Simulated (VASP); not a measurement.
# TaBr (F-43m) in VASP: further runs, part 2 of 2

VASP 6.6.1. The steps go on from the part before.

### Step 4. Single point, PBE

INCAR reads:

```
SYSTEM = TaBr
PREC     = Accurate       ! precision mode
ENCUT    = 520            ! plane-wave cutoff, eV
EDIFF    = 1E-6           ! SCF threshold, eV
ISMEAR   = 0              ! smearing method
SIGMA    = 0.1            ! smearing width, eV
LREAL    = .False.        ! projectors in reciprocal space
LASPH    = .True.         ! aspherical terms in the spheres
NELM     = 60             ! most SCF steps
ALGO     = Normal         ! electronic algorithm
ISIF     = 2              ! what is computed and relaxed
LWAVE    = .False.        ! write WAVECAR
LCHARG   = .False.        ! write CHGCAR
GGA      = PE             ! functional
NBANDS   = 16             ! bands
```

KPOINTS reads:

```
regular mesh
0
Gamma
  16 16 16
  0 0 0
```

POSCAR reads:

```
TaBr
1.0
    0.0000000000      2.9113910456      2.9113910456
    2.9113910456      0.0000000000      2.9113910456
    2.9113910456      2.9113910456      0.0000000000
Ta Br
1 1
Direct
    0.0000000000      0.0000000000      0.0000000000
    0.2500000000      0.2500000000      0.2500000000
```

Potentials or basis: VASP PAW PBE potentials, release 64 (Ta_pv, Br).

Run with:

```
> cat potpaw_PBE.64/Ta_pv/POTCAR potpaw_PBE.64/Br/POTCAR > POTCAR
> mpirun -np 1 vasp_std > vasp.out
```

OUTCAR:

```text
SYSTEM = TaBr
   PREC = Accurate
   ENCUT = 520
   EDIFF = 1E-6
   ISMEAR = 0
   LREAL = .False.
   LASPH = .True.
   NELM = 60
   ISIF = 2
   GGA = PE

 ion  position               nearest neighbor table
   1  0.000  0.000  0.000-   2 2.52   2 2.52   2 2.52   2 2.52
   2  0.250  0.250  0.250-   1 2.52   1 2.52   1 2.52   1 2.52

  LATTYP: Found a face centered cubic cell.
 ALAT       =     5.8227820912

  Lattice vectors:

 A1 = (   0.0000000000,   2.9113910456,   2.9113910456)
 A2 = (   2.9113910456,   0.0000000000,   2.9113910456)
 A3 = (   2.9113910456,   2.9113910456,   0.0000000000)

Analysis of symmetry for initial positions (statically):
=====================================================================
 Subroutine PRICEL returns:
 Original cell was already a primitive cell.

 Routine SETGRP: Setting up the symmetry group for a
 face centered cubic supercell.

 Subroutine GETGRP returns: Found 24 space group operations
 (whereof 24 operations were pure point group operations)
 out of a pool of 48 trial point group operations.

The static configuration has the point symmetry T_d .

Analysis of symmetry for dynamics (positions and initial velocities):
=====================================================================
 Subroutine PRICEL returns:
 Original cell was already a primitive cell.

 Routine SETGRP: Setting up the symmetry group for a
 face centered cubic supercell.

 Subroutine GETGRP returns: Found 24 space group operations
 (whereof 24 operations were pure point group operations)
 out of a pool of 48 trial point group operations.

The dynamic configuration has the point symmetry T_d .

 Subroutine INISYM returns: Found 24 space group operations
 (whereof 24 operations are pure point group operations),
 and found     1 'primitive' translations

----------------------------------------------------------------------------------------

                                     Primitive cell

  volume of cell :      49.3551

  direct lattice vectors                    reciprocal lattice vectors
     0.000000000  2.911391046  2.911391046    -0.171739211  0.171739211  0.171739211
     2.911391046  0.000000000  2.911391046     0.171739211 -0.171739211  0.171739211
     2.911391046  2.911391046  0.000000000     0.171739211  0.171739211 -0.171739211

  length of vectors
     4.117328702  4.117328702  4.117328702     0.297461038  0.297461038  0.297461038

  position of ions in fractional coordinates (direct lattice)
     0.000000000  0.000000000  0.000000000
     0.250000000  0.250000000  0.250000000

  ion indices of the primitive-cell ions
   primitive index   ion index
                 1           1
                 2           2

----------------------------------------------------------------------------------------

 KPOINTS: regular mesh

Automatic generation of k-mesh.
 Grid dimensions read from file:
 generate k-points for:   16   16   16

 Generating k-lattice:

  Cartesian coordinates                     Fractional coordinates (reciprocal lattice)
    -0.010733701  0.010733701  0.010733701     0.062500000  0.000000000  0.000000000
     0.010733701 -0.010733701  0.010733701     0.000000000  0.062500000  0.000000000
     0.010733701  0.010733701 -0.010733701     0.000000000  0.000000000  0.062500000

  Length of vectors
     0.018591315  0.018591315  0.018591315

  Shift w.r.t. Gamma in fractional coordinates (k-lattice)
     0.000000000  0.000000000  0.000000000

 Subroutine IBZKPT returns following result:
 ===========================================

 Found    145 irreducible k-points:

 Following reciprocal coordinates:
            Coordinates               Weight
  0.000000  0.000000  0.000000      1.000000
  0.062500  0.000000  0.000000      8.000000
  0.125000  0.000000  0.000000      8.000000
  0.187500  0.000000  0.000000      8.000000
  0.250000  0.000000  0.000000      8.000000
  0.312500  0.000000  0.000000      8.000000
[... 16 lines left out ...]
 -0.125000  0.062500  0.000000     24.000000
 -0.062500  0.062500  0.000000     12.000000
 [... further k-points ...]
   k-points           NKPTS =    145   k-points in BZ     NKDIM =    145   number of bands    NBANDS=     16
   number of dos      NEDOS =    301   number of ions     NIONS =      2
   total plane-waves  NPLWV =  32768
   dimension x,y,z NGX =    32 NGY =   32 NGZ =   32
   dimension x,y,z NGXF=    64 NGYF=   64 NGZF=   64
   ions per type =               1   1
   NGX,Y,Z   is equivalent  to a cutoff of  12.92, 12.92, 12.92 a.u.
   NGXF,Y,Z  is equivalent  to a cutoff of  25.84, 25.84, 25.84 a.u.
 SYSTEM =  TaBr
   PREC   = accura    normal or accurate (medium, high low for compatibility)
   ISTART =      0    job   : 0-new  1-cont  2-samecut
   ICHARG =      2    charge: 1-file 2-atom 10-const
   ISPIN  =      1    spin polarized calculation?
   LNONCOLLINEAR =      F non collinear calculations
   LSORBIT =      F    spin-orbit coupling
   LASPH  =      T    aspherical Exc in radial PAW
   ENCUT  =  520.0 eV  38.22 Ry    6.18 a.u.   7.66  7.66  7.66*2*pi/ulx,y,z
   NELM   =     60;   NELMIN=  2; NELMDL= -5     # of ELM steps
   EDIFF  = 0.1E-05   stopping-criterion for ELM
   LREAL  =      F    real-space projection
   EDIFFG = 0.1E-04   stopping-criterion for IOM
   NSW    =      0    number of steps for IOM
   IBRION =     -1    ionic relax: 0-MD 1-quasi-New 2-CG
   NFREE  =      0    steps in history (QN), initial steepest desc. (CG)
   ISIF   =      2    stress and relaxation
   ISYM   =      2    0-nonsym 1-usesym 2-fastsym
   POTIM  = 0.5000    time-step for ionic-motion
   TEBEG  =    0.0;   TEEND  =   0.0 temperature during run
   PSTRESS=    0.0 pullay stress
   NELECT =      18.0000    total number of electrons
   NUPDOWN=      -1.0000    fix difference up-down
   EMIN   =  10.00;   EMAX   =-10.00  energy-range for DOS
   EFERMI =   0.00;   METHOD = LEGACY
   ISMEAR =     0;   SIGMA  =   0.10  broadening in eV -4-tet -1-fermi 0-gaus
   EFERMI_NEDOS =   21; number of points for ismear=-14 and -15
   IALGO  =     38    algorithm
   IMIX   =      4    mixing-type and parameters
     AMIX     =   0.40;   BMIX     =  1.00
     AMIX_MAG =   1.60;   BMIX_MAG =  1.00
  volume/ion in A,a.u.               =      24.68       166.53
  Fermi-wavevector in a.u.,A,eV,Ry     =   1.169648  2.210314 18.613805  1.368076
  Thomas-Fermi vector in A             =   2.306118
   LORBIT       =      0    0 simple, 1 ext, 2 COOP (PROOUT), +10 PAW based schemes
   GGA     = PE    functional components
   LHFCALC =     F    Hartree Fock is set to
   AEXX    =    0.0000 exact exchange contribution
   IVDW    =     0    specifies the selected vdW correction
   LEPSILON=     F    determine dielectric tensor
   LRPA    =     F    only Hartree local field effects (RPA)
 non-spin polarized calculation
 Gauss-broadening in eV      SIGMA  =   0.10
  energy-cutoff  :      520.00
  volume of cell :       49.36
 maximum number of plane-waves:      1363
   NGX = 15   NGY = 15   NGZ = 15

 number of electron      17.9999999 magnetization

 Free energy of the ion-electron system (eV)
  ---------------------------------------------------
  ext. energy  EPLUGINS =         0.00000000
  ---------------------------------------------------
  free energy    TOTEN  =       -10.46728919 eV

  energy without entropy =      -10.44977683  energy(sigma->0) =      -10.45853301

 E-fermi :   4.9063     XC(G=0): -10.0809

 val. band max:        4.9059281974   @ k =  -0.3750   0.0625   0.0000
 cond. band min:       4.9273300322   @ k =   0.3125   0.1875   0.0625
 fundamental gap:      0.0214018348
 Fermi energy:         4.9063417951

 k-point     1 :       0.0000    0.0000    0.0000
  band No.  band energies     occupation
      1     -30.2354      2.00000
      2     -30.2354      2.00000
      3     -30.2354      2.00000
      4     -13.9058      2.00000
      5      -2.1242      2.00000
      6      -2.1242      2.00000
[... 8 lines left out ...]
     15      11.0421      0.00000
     16      11.0421      0.00000

 k-point     2 :       0.0625    0.0000    0.0000
  band No.  band energies     occupation
      1     -30.2376      2.00000
      2     -30.2357      2.00000
      3     -30.2357      2.00000
      4     -13.8899      2.00000
      5      -2.1817      2.00000
      6      -2.1132      2.00000
[... 8 lines left out ...]
     15      11.0523      0.00000
     16      11.0523      0.00000
[... 387 lines left out ...]
      5      -2.4235      2.00000
      6      -2.0635      2.00000
[... 8 lines left out ...]
     15      11.0137      0.00000
     16      11.1941      0.00000

 k-point    24 :      -0.0625    0.0625    0.0000
  band No.  band energies     occupation
      1     -30.2409      2.00000
      2     -30.2368      2.00000
      3     -30.2359      2.00000
      4     -13.8642      2.00000
      5      -2.2693      2.00000
      6      -2.0978      2.00000
[... 8 lines left out ...]
     15      11.0062      0.00000
     16      11.0874      0.00000

 [... further k-points ...]
[... 5 lines left out ...]
  --------------------------------------------------------------------------------------
  -------------------------------------------------------------------------------------
  Total        0.0351887      0.0351887      0.0351887      0.0000000      0.0000000     -0.0000000
  in kB        1.1423044      1.1423044      1.1423044      0.0000000      0.0000000     -0.0000000
  external PRESSURE =       1.1423044 kB  Pullay stress =       0.0000000 kB

 VOLUME and BASIS-vectors are now :
 -----------------------------------------------------------------------------
  energy-cutoff  :      520.00
  volume of cell :       49.36
      direct lattice vectors                 reciprocal lattice vectors
     0.000000000  2.911391046  2.911391046    -0.171739211  0.171739211  0.171739211
     2.911391046  0.000000000  2.911391046     0.171739211 -0.171739211  0.171739211
     2.911391046  2.911391046  0.000000000     0.171739211  0.171739211 -0.171739211

 POSITION                                       TOTAL-FORCE (eV/Angst)
 -----------------------------------------------------------------------------------
      0.00000      0.00000      0.00000         0.000000      0.000000      0.000000
      1.45570      1.45570      1.45570        -0.000000     -0.000000     -0.000000
 -----------------------------------------------------------------------------------
    total drift:                               -0.000000     -0.000000     -0.000000

  FREE ENERGIE OF THE ION-ELECTRON SYSTEM (eV)
  ---------------------------------------------------
  free  energy   TOTEN  =       -10.4672891945 eV

  energy  without entropy=      -10.4497768269  energy(sigma->0) =      -10.45853301
```

Run time: 90 s. Hardware: 1 thread of Intel Xeon 6975P-C, shared host; peak memory 0.26 GiB.

Results:

| Property | Result |
| --- | --- |
| Free energy | -10.4673 eV |
| Pressure | 0.1 GPa |
| Band gap on the k mesh | zero (band 9 reaches 5.32 eV, above the bottom of band 10 at 4.47 eV) |

Levels at points of the mesh, in eV from the Fermi level:
| k point | band 5 | band 6 | band 7 | band 8 | band 9 | band 10 | band 11 | band 12 | band 13 | band 14 |
| --- | --- | --- | --- | --- | --- | --- | --- | --- | --- | --- |
| (0.00, 0.00, 0.00) | -7.03 | -7.03 | -7.03 | -1.55 | -0.31 | -0.31 | 3.34 | 3.34 | 3.34 | 6.14 |
| (0.50, 0.00, 0.00) | -7.89 | -6.77 | -6.77 | -0.27 | 0.02 | 0.02 | 1.52 | 1.65 | 1.65 | 5.90 |
| (0.50, 0.50, 0.00) | -8.23 | -6.46 | -6.46 | -1.78 | -0.69 | 0.83 | 0.98 | 0.98 | 5.17 | 5.74 |

Caveat: spin-orbit coupling is left out, which moves the levels of the heavy elements.

### Step 5. Relaxation of cell and atoms, PBE, collinear spin, ferromagnetic start

This run uses another cell than the first one, of 28.34 Å³/atom, 1.149 times its volume.

INCAR reads:

```
PREC = Accurate
ENCUT = 600
EDIFF = 1E-7
ISMEAR = 0
SIGMA = 0.1
LREAL = False
LASPH = True
NELM = 150
ALGO = Normal
ISIF = 3
LWAVE = False
LCHARG = False
ISPIN = 2
MAGMOM = 1 0
LORBIT = 11
LMAXMIX = 4
GGA = PE
IBRION = 2
NSW = 90
EDIFFG = -0.04
```

KPOINTS reads:

```
regular mesh
0
Gamma
  6 6 6
```

POSCAR reads:

```
TaBr
1.0
    0.0000000000      3.0490005200      3.0490005200
    3.0490005200      0.0000000000      3.0490005200
    3.0490005200      3.0490005200      0.0000000000
Ta Br
1 1
Direct
    0.0000000000      0.0000000000      0.0000000000
    0.7500000000      0.7500000000      0.7500000000
```

Run with:

```
> cat potpaw_PBE.64/Ta_pv/POTCAR potpaw_PBE.64/Br/POTCAR > POTCAR
> mpirun -np 1 vasp_std > vasp.out
```

Wall time 2.9 min (1 thread of Intel Xeon 6975P-C, shared host); peak memory 0.26 GiB.

It converged, with:

```
Free energy                                           : -10.5095 eV
Relaxed volume                                        : 24.71 Å³/atom
Relaxed cell                                          : a = 4.119 Å, b = 4.119 Å, c = 4.119 Å, α = 60.00°, β = 60.00°, γ = 60.00°
Space group after relaxing (to 0.05 Å)                : F-43m (No. 216)
Energy gained by relaxing                             : 79.8 meV/atom
Ionic steps                                           : 4
Pressure after relaxing                               : 0.0 GPa
Band gap on the k mesh                                : zero (filled and empty bands overlap)
Net moment                                            : 0.00 μB per cell
Valence electrons inside the program's atomic spheres : Ta 8.83; Br 4.99
```

The path:
| step | energy change (eV) | largest force (eV/Å) | pressure (GPa) | volume (Å³) |
| --- | --- | --- | --- | --- |
| 1 | 0.0000 | 0.0000 | -6.24 | 56.69 |
| 2 | -0.1491 | 0.0000 | 2.65 | 48.11 |
| 3 | -0.1590 | 0.0000 | -0.55 | 49.70 |
| 4 | -0.1595 | 0.0000 | -0.02 | 49.42 |

Final structure:
```yaml
crystal:
  lattice:
    - [0.00000, 2.91266, 2.91266]
    - [2.91266, 0.00000, 2.91266]
    - [2.91266, 2.91266, 0.00000]
  atoms:
    - { symbol: Ta, position: [0.00000, 0.00000, 0.00000] }
    - { symbol: Br, position: [0.75000, 0.75000, 0.75000] }
```

Levels at points of the mesh, in eV from the Fermi level:
Spin up:
```tsv
k point	band 7	band 8	band 9	band 10	band 11	band 12
(0.00, 0.00, 0.00)	-7.01	-1.54	-0.31	-0.31	3.34	3.34
(0.50, 0.00, 0.00)	-6.76	-0.26	0.03	0.03	1.53	1.65
(0.50, 0.50, 0.00)	-6.44	-1.76	-0.68	0.82	0.98	0.98
```
Spin down:
| k point | band 7 | band 8 | band 9 | band 10 | band 11 | band 12 |
| --- | --- | --- | --- | --- | --- | --- |
| (0.00, 0.00, 0.00) | -7.01 | -1.54 | -0.31 | -0.31 | 3.34 | 3.34 |
| (0.50, 0.00, 0.00) | -6.76 | -0.26 | 0.03 | 0.03 | 1.53 | 1.65 |
| (0.50, 0.50, 0.00) | -6.44 | -1.76 | -0.68 | 0.82 | 0.98 | 0.98 |

Caveat: spin-orbit coupling is left out, which moves the levels of the heavy elements.

### Step 6. Relaxation of cell and atoms, PBE

INCAR reads:

```
SYSTEM = TaBr
PREC     = Accurate       ! precision mode
ENCUT    = 600            ! plane-wave cutoff, eV
EDIFF    = 1E-7           ! SCF threshold, eV
ISMEAR   = 0              ! smearing method
SIGMA    = 0.1            ! smearing width, eV
LREAL    = .False.        ! projectors in reciprocal space
LASPH    = .True.         ! aspherical terms in the spheres
NELM     = 60             ! most SCF steps
ALGO     = Normal         ! electronic algorithm
ISIF     = 3              ! what is computed and relaxed
LWAVE    = .False.        ! write WAVECAR
LCHARG   = .False.        ! write CHGCAR
GGA      = PE             ! functional
IBRION   = 2              ! ionic algorithm
NSW      = 100            ! ionic steps
EDIFFG   = -0.01          ! ionic threshold
```

KPOINTS reads:

```
regular mesh
0
Gamma
  16 16 16
  0 0 0
```

POSCAR reads:

```
TaBr
1.0
    0.0000000000      2.9113910456      2.9113910456
    2.9113910456      0.0000000000      2.9113910456
    2.9113910456      2.9113910456      0.0000000000
Ta Br
1 1
Direct
    0.0000000000      0.0000000000      0.0000000000
    0.2500000000      0.2500000000      0.2500000000
```

Potentials or basis: VASP PAW PBE potentials, release 64 (Ta_pv, Br).

Run with:

```
> cat potpaw_PBE.64/Ta_pv/POTCAR potpaw_PBE.64/Br/POTCAR > POTCAR
> mpirun -np 1 vasp_std > vasp.out
```

Run time: 4.8 min. Hardware: 1 thread of Intel Xeon 6975P-C, shared host; peak memory 0.31 GiB.

It converged, with:

| Quantity | Value |
| --- | --- |
| Free energy | -10.4677 eV |
| Relaxed volume | 24.71 Å³/atom |
| Relaxed cell | a = 4.119 Å, b = 4.119 Å, c = 4.119 Å, α = 60.00°, β = 60.00°, γ = 60.00° |
| Space group after relaxing (to 0.05 Å) | F-43m (No. 216) |
| Energy gained by relaxing | 0.0 meV/atom |
| Ionic steps | 3 |
| Pressure after relaxing | 0.0 GPa |
| Band gap on the k mesh | zero (band 9 reaches 5.31 eV, above the bottom of band 10 at 4.46 eV) |

Final structure:
```xyz
2
Lattice="0.0000 2.9126 2.9126 2.9126 0.0000 2.9126 2.9126 2.9126 0.0000" Properties=species:S:1:pos:R:3 pbc="T T T"
Ta    0.0000    0.0000    0.0000
Br    1.4563    1.4563    1.4563
```

Levels at points of the mesh, in eV from the Fermi level:
| k point | band 5 | band 6 | band 7 | band 8 | band 9 | band 10 | band 11 | band 12 | band 13 |
| --- | --- | --- | --- | --- | --- | --- | --- | --- | --- |
| (0.00, 0.00, 0.00) | -7.03 | -7.03 | -7.03 | -1.56 | -0.31 | -0.31 | 3.33 | 3.33 | 3.33 |
| (0.50, 0.00, 0.00) | -7.88 | -6.77 | -6.77 | -0.27 | 0.02 | 0.02 | 1.51 | 1.65 | 1.65 |
| (0.50, 0.50, 0.00) | -8.23 | -6.46 | -6.46 | -1.77 | -0.69 | 0.83 | 0.98 | 0.98 | 5.16 |

Caveat: spin-orbit coupling is left out, which moves the levels of the heavy elements.

### Step 7. Overview

| task | spin | cell | k mesh | cutoff (eV) | gap on the mesh (eV) | pressure (GPa) | moment (μB) | relaxed volume (Å³/atom) |
| --- | --- | --- | --- | --- | --- | --- | --- | --- |
| single point | collinear, ferromagnetic start | a = 4.117 Å, angles 60.0°, 2 atoms | 6 × 6 × 6 | 520 | none | 0.1 | 0.00 | - |
| single point | collinear, ferromagnetic start | a = 4.312 Å, angles 60.0°, 2 atoms | 6 × 6 × 6 | 520 | none | -6.2 | 1.72 | - |
| single point | off | a = 4.117 Å, angles 60.0°, 2 atoms | 16 × 16 × 16 | 520 | none | 0.1 | - | - |
| relaxation of cell and atoms | collinear, ferromagnetic start | relaxed from a = 4.312 Å, angles 60.0°, 2 atoms | 6 × 6 × 6 | 600 | none | 0.0 | 0.00 | 24.71 |
| relaxation of cell and atoms | off | relaxed from a = 4.117 Å, angles 60.0°, 2 atoms | 16 × 16 × 16 | 600 | none | 0.0 | - | 24.71 |

Alike in all rows: level PBE; potentials or basis VASP PAW PBE potentials, release 64 (Ta_pv, Br); smearing gaussian 0.1 eV.

Caveats: spin-orbit coupling is left out, which moves the levels of the heavy elements.

Absolute energies hang on the potentials; compare differences alone.
